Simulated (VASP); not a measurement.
Set up this calculation in VASP 6.6.1, as the native input.

```
Task                   : single point
Functional             : PBE
Potentials or basis    : VASP PAW PBE potentials, release 64 (Ta_pv)
Cutoff                 : 520 eV
k mesh                 : 24 × 24 × 24
Occupations            : gaussian, width 0.1 eV
Spin                   : no spin polarisation
Dipole correction      : no
Further INCAR settings : ALGO = Fast; EDIFF = 1e-06; NBANDS = 12
```

The structure of Ta lies in POSCAR:

```
Ta
1.0
   -1.6593643239      1.6593643239      1.6596002065
    1.6593643239     -1.6593643239      1.6596002065
    1.6593643239      1.6593643239     -1.6596002065
Ta
1
Direct
    0.0000000000      0.0000000000      0.0000000000
```

One way to write it, as run:

INCAR

```
SYSTEM = Ta
PREC     = Accurate       ! precision mode
ENCUT    = 520            ! plane-wave cutoff, eV
EDIFF    = 1E-6           ! SCF threshold, eV
ISMEAR   = 0              ! smearing method
SIGMA    = 0.1            ! smearing width, eV
LREAL    = .False.        ! projectors in reciprocal space
LASPH    = .True.         ! aspherical terms in the spheres
NELM     = 100            ! most SCF steps
ALGO     = Fast           ! electronic algorithm
ISIF     = 2              ! what is computed and relaxed
LWAVE    = .False.        ! write WAVECAR
LCHARG   = .False.        ! write CHGCAR
GGA      = PE             ! functional
NBANDS   = 12             ! bands
```

KPOINTS

```
Automatic mesh
0
Gamma
  24 24 24
  0 0 0
```

Potentials or basis: VASP PAW PBE potentials, release 64 (Ta_pv).

Launch:

```bash
$ cat potpaw_PBE.64/Ta_pv/POTCAR > POTCAR
$ mpirun -np 1 vasp_std > vasp.out
```

It gave:

```
Pressure               : 0.1 GPa
Band gap on the k mesh : zero (an odd number of electrons rules out a gap without spin polarisation)
```

Caveat: spin-orbit coupling is left out, which moves the levels of the heavy elements.

It took 2 min on 1 thread of AMD EPYC 9R45 96-Core Processor (Zen 5), with other jobs on the host, peak memory 0.31 GiB.
